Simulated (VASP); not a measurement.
# Sn in VASP: a series of runs, part 2 of 2

VASP 6.6.1. Earlier steps stand in the parts before.

## (3) Electric field gradients, PBEsol (32.14 Å³/atom)

This run uses another cell than the first one, of 32.14 Å³/atom.

Contents of INCAR:

```
PREC = Accurate
ENCUT = 520
EDIFF = 1E-8
ISMEAR = -1
SIGMA = 0.05
LREAL = F
LASPH = T
NELM = 100
ALGO = Normal
ISIF = 2
LWAVE = F
LCHARG = F
GGA = PS
LEFG = T
NBANDS = 21
```

Contents of KPOINTS:

```
regular mesh
0
Gamma
  11 11 11
```

Contents of POSCAR:

```
Sn
1.0
    0.0000000000      3.1793446744      3.1793446744
    3.1793446744      0.0000000000      3.1793446744
    3.1793446744      3.1793446744      0.0000000000
Sn
2
Direct
    0.5000000000      0.5000000000      0.5000000000
    0.7500000000      0.7500000000      0.7500000000
```

Potentials or basis: VASP PAW PBE potentials, release 64 (Sn_d).

Run with:

```sh
$ cat potpaw_PBE.64/Sn_d/POTCAR > POTCAR
$ mpirun -np 1 vasp_std > vasp.out
```

OUTCAR:

```text
PREC = Accurate
   ENCUT = 520
   EDIFF = 1E-8
   ISMEAR = -1
   LREAL = F
   LASPH = T
   NELM = 100
   ISIF = 2
   GGA = PS

 ion  position               nearest neighbor table
   1  0.500  0.500  0.500-   2 2.75   2 2.75   2 2.75   2 2.75
   2  0.750  0.750  0.750-   1 2.75   1 2.75   1 2.75   1 2.75

  LATTYP: Found a face centered cubic cell.
 ALAT       =     6.3586893488

  Lattice vectors:

 A1 = (   0.0000000000,   3.1793446744,   3.1793446744)
 A2 = (   3.1793446744,   0.0000000000,   3.1793446744)
 A3 = (   3.1793446744,   3.1793446744,   0.0000000000)

Analysis of symmetry for initial positions (statically):
=====================================================================
 Subroutine PRICEL returns:
 Original cell was already a primitive cell.

 Routine SETGRP: Setting up the symmetry group for a
 face centered cubic supercell.

[... 765 lines left out ...]
  energy-cutoff  :      520.00
  volume of cell :       64.28
      direct lattice vectors                 reciprocal lattice vectors
     0.000000000  3.179344674  3.179344674    -0.157265113  0.157265113  0.157265113
     3.179344674  0.000000000  3.179344674     0.157265113 -0.157265113  0.157265113
     3.179344674  3.179344674  0.000000000     0.157265113  0.157265113 -0.157265113

 POSITION                                       TOTAL-FORCE (eV/Angst)
 -----------------------------------------------------------------------------------
      3.17934      3.17934      3.17934         0.000000      0.000000      0.000000
      4.76902      4.76902      4.76902        -0.000000     -0.000000     -0.000000
 -----------------------------------------------------------------------------------
    total drift:                                0.000000      0.000000      0.000000

  FREE ENERGIE OF THE ION-ELECTRON SYSTEM (eV)
  ---------------------------------------------------
  free  energy   TOTEN  =        -8.3957838844 eV

  energy  without entropy=       -8.3946650741  energy(sigma->0) =       -8.39522448

 Electric field gradients (V/A^2)
---------------------------------------------------------------------
 ion       V_xx      V_yy      V_zz      V_xy      V_xz      V_yz
---------------------------------------------------------------------
   1       0.000     0.000    -0.000    -0.002    -0.002    -0.002
   2      -0.000     0.000    -0.000    -0.002    -0.002    -0.002
---------------------------------------------------------------------

 Electric field gradients after diagonalization (V/A^2)
 (convention: |V_zz| > |V_xx| > |V_yy|)
----------------------------------------------------------------------
 ion       V_xx      V_yy      V_zz     asymmetry (V_yy - V_xx)/ V_zz
----------------------------------------------------------------------
   1       0.002     0.002    -0.004       0.000
   2       0.002     0.002    -0.004       0.000
----------------------------------------------------------------------

           NMR quadrupolar parameters

 Cq : quadrupolar parameter    Cq=e*Q*V_zz/h
 eta: asymmetry parameters     (V_yy - V_xx)/ V_zz
 Q  : nuclear electric quadrupole moment in mb (millibarn)
----------------------------------------------------------------------
 ion       Cq(MHz)       eta       Q (mb)
----------------------------------------------------------------------
   1      -0.000       0.000       1.000
   2      -0.000       0.000       1.000
----------------------------------------------------------------------
```

OSZICAR:

```text
N       E                     dE             d eps       ncg     rms          rms(c)
DAV:   1     0.230138700817E+03    0.23014E+03   -0.14928E+04  2387   0.199E+03
DAV:   2     0.164200647807E+02   -0.21372E+03   -0.20909E+03  2357   0.449E+02
DAV:   3    -0.772021158018E+01   -0.24140E+02   -0.23981E+02  2757   0.141E+02
DAV:   4    -0.849396250092E+01   -0.77375E+00   -0.77345E+00  2652   0.283E+01
DAV:   5    -0.852052646444E+01   -0.26564E-01   -0.26563E-01  3413   0.510E+00    0.360E+00
DAV:   6    -0.843534230939E+01    0.85184E-01   -0.44991E-02  3190   0.271E+00    0.204E+00
DAV:   7    -0.839448062781E+01    0.40862E-01   -0.61286E-02  2885   0.265E+00    0.170E-01
DAV:   8    -0.839553912914E+01   -0.10585E-02   -0.75541E-03  2607   0.100E+00    0.569E-02
DAV:   9    -0.839577898351E+01   -0.23985E-03   -0.37875E-04  2980   0.164E-01    0.113E-02
DAV:  10    -0.839578280548E+01   -0.38220E-05   -0.14852E-05  2958   0.306E-02    0.538E-03
DAV:  11    -0.839578400771E+01   -0.12022E-05   -0.27435E-06  2893   0.109E-02    0.714E-04
DAV:  12    -0.839578389699E+01    0.11072E-06   -0.18471E-07  2972   0.505E-03    0.297E-04
DAV:  13    -0.839578386978E+01    0.27203E-07   -0.12316E-08  2161   0.752E-04    0.850E-05
DAV:  14    -0.839578388469E+01   -0.14909E-07   -0.11682E-09  1566   0.338E-04    0.183E-05
DAV:  15    -0.839578388437E+01    0.32833E-09   -0.32721E-10  1461   0.221E-04
   1 F= -.83957839E+01 E0= -.83952245E+01  d E =-.111881E-02
```

Run time: 50 s. Hardware: 1 thread of AMD EPYC 9R45 (Zen 5), shared host; peak memory 0.2 GiB.

Results:

```
Free energy                             : -8.3958 eV
Pressure                                : 4.2 GPa
Band gap on the k mesh                  : zero (bands 14 and 15 overlap by 0.01 eV)
Largest electric field gradient by atom : under 0.05 V/Å² on every atom
```

Levels at points of the mesh, in eV from the Fermi level:
```csv
k point,band 12,band 13,band 14,band 15,band 16,band 17
"(0.00, 0.00, 0.00)",-0.30,0.05,0.05,0.05,2.12,2.12
```

Caveat: the cell stands under pressure; the PAW data sets were made with another functional, which shifts forces and pressure a little; spin-orbit coupling is left out, which moves the levels of the heavy elements.

## (4) Electric field gradients, PBEsol (32.14 Å³/atom)

This run uses another cell than the first one, of 32.14 Å³/atom.

Contents of INCAR:

```
SYSTEM = Sn
ALGO = Normal
EDIFF = 1E-8
ENCUT = 520
GGA = PS
ISIF = 2
ISMEAR = -1
LASPH = .True.
LCHARG = .False.
LEFG = .True.
LREAL = .False.
LWAVE = .False.
NBANDS = 21
NELM = 80
PREC = Accurate
SIGMA = 0.05
```

Contents of KPOINTS:

```
k-points
0
Gamma
  11 11 11
  0 0 0
```

POSCAR is that of step 3.

Potentials or basis: VASP PAW PBE potentials, release 64 (Sn_d).

Run with:

```sh
$ cat potpaw_PBE.64/Sn_d/POTCAR > POTCAR
$ mpirun -np 1 vasp_std > vasp.out
```

OUTCAR:

```text
SYSTEM = Sn
   EDIFF = 1E-8
   ENCUT = 520
   GGA = PS
   ISIF = 2
   ISMEAR = -1
   LASPH = .True.
   LREAL = .False.
   NELM = 80
   PREC = Accurate

 ion  position               nearest neighbor table
   1  0.500  0.500  0.500-   2 2.75   2 2.75   2 2.75   2 2.75
   2  0.750  0.750  0.750-   1 2.75   1 2.75   1 2.75   1 2.75

  LATTYP: Found a face centered cubic cell.
 ALAT       =     6.3586893488

  Lattice vectors:

 A1 = (   0.0000000000,   3.1793446744,   3.1793446744)
 A2 = (   3.1793446744,   0.0000000000,   3.1793446744)
 A3 = (   3.1793446744,   3.1793446744,   0.0000000000)

Analysis of symmetry for initial positions (statically):
=====================================================================
 Subroutine PRICEL returns:
 Original cell was already a primitive cell.

 Routine SETGRP: Setting up the symmetry group for a
 face centered cubic supercell.

 Subroutine GETGRP returns: Found 48 space group operations
[... 765 lines left out ...]
  volume of cell :       64.28
      direct lattice vectors                 reciprocal lattice vectors
     0.000000000  3.179344674  3.179344674    -0.157265113  0.157265113  0.157265113
     3.179344674  0.000000000  3.179344674     0.157265113 -0.157265113  0.157265113
     3.179344674  3.179344674  0.000000000     0.157265113  0.157265113 -0.157265113

 POSITION                                       TOTAL-FORCE (eV/Angst)
 -----------------------------------------------------------------------------------
      3.17934      3.17934      3.17934         0.000000      0.000000      0.000000
      4.76902      4.76902      4.76902        -0.000000     -0.000000     -0.000000
 -----------------------------------------------------------------------------------
    total drift:                                0.000000      0.000000      0.000000

  FREE ENERGIE OF THE ION-ELECTRON SYSTEM (eV)
  ---------------------------------------------------
  free  energy   TOTEN  =        -8.3957838844 eV

  energy  without entropy=       -8.3946650741  energy(sigma->0) =       -8.39522448

 Electric field gradients (V/A^2)
---------------------------------------------------------------------
 ion       V_xx      V_yy      V_zz      V_xy      V_xz      V_yz
---------------------------------------------------------------------
   1       0.000     0.000    -0.000    -0.002    -0.002    -0.002
   2      -0.000     0.000    -0.000    -0.002    -0.002    -0.002
---------------------------------------------------------------------

 Electric field gradients after diagonalization (V/A^2)
 (convention: |V_zz| > |V_xx| > |V_yy|)
----------------------------------------------------------------------
 ion       V_xx      V_yy      V_zz     asymmetry (V_yy - V_xx)/ V_zz
----------------------------------------------------------------------
   1       0.002     0.002    -0.004       0.000
   2       0.002     0.002    -0.004       0.000
----------------------------------------------------------------------

           NMR quadrupolar parameters

 Cq : quadrupolar parameter    Cq=e*Q*V_zz/h
 eta: asymmetry parameters     (V_yy - V_xx)/ V_zz
 Q  : nuclear electric quadrupole moment in mb (millibarn)
----------------------------------------------------------------------
 ion       Cq(MHz)       eta       Q (mb)
----------------------------------------------------------------------
   1      -0.000       0.000       1.000
   2      -0.000       0.000       1.000
----------------------------------------------------------------------
```

OSZICAR:

```text
N       E                     dE             d eps       ncg     rms          rms(c)
DAV:   1     0.230138700817E+03    0.23014E+03   -0.14928E+04  2387   0.199E+03
DAV:   2     0.164200647807E+02   -0.21372E+03   -0.20909E+03  2357   0.449E+02
DAV:   3    -0.772021158018E+01   -0.24140E+02   -0.23981E+02  2757   0.141E+02
DAV:   4    -0.849396250092E+01   -0.77375E+00   -0.77345E+00  2652   0.283E+01
DAV:   5    -0.852052646444E+01   -0.26564E-01   -0.26563E-01  3413   0.510E+00    0.360E+00
DAV:   6    -0.843534230939E+01    0.85184E-01   -0.44991E-02  3190   0.271E+00    0.204E+00
DAV:   7    -0.839448062781E+01    0.40862E-01   -0.61286E-02  2885   0.265E+00    0.170E-01
DAV:   8    -0.839553912914E+01   -0.10585E-02   -0.75541E-03  2607   0.100E+00    0.569E-02
DAV:   9    -0.839577898351E+01   -0.23985E-03   -0.37875E-04  2980   0.164E-01    0.113E-02
DAV:  10    -0.839578280548E+01   -0.38220E-05   -0.14852E-05  2958   0.306E-02    0.538E-03
DAV:  11    -0.839578400771E+01   -0.12022E-05   -0.27435E-06  2893   0.109E-02    0.714E-04
DAV:  12    -0.839578389699E+01    0.11072E-06   -0.18471E-07  2972   0.505E-03    0.297E-04
DAV:  13    -0.839578386978E+01    0.27203E-07   -0.12316E-08  2161   0.752E-04    0.850E-05
DAV:  14    -0.839578388469E+01   -0.14909E-07   -0.11682E-09  1566   0.338E-04    0.183E-05
DAV:  15    -0.839578388437E+01    0.32833E-09   -0.32721E-10  1461   0.221E-04
   1 F= -.83957839E+01 E0= -.83952245E+01  d E =-.111881E-02
```

It took 52 s on 1 thread of AMD EPYC 9R45 (Zen 5), shared host; peak memory 0.2 GiB.

What came out:

```
Free energy                             : -8.3958 eV
Pressure                                : 4.2 GPa
Band gap on the k mesh                  : zero (bands 14 and 15 overlap by 0.01 eV)
Largest electric field gradient by atom : under 0.05 V/Å² on every atom
```

Caveat: the cell stands under pressure; the PAW data sets were made with another functional, which shifts forces and pressure a little; spin-orbit coupling is left out, which moves the levels of the heavy elements.
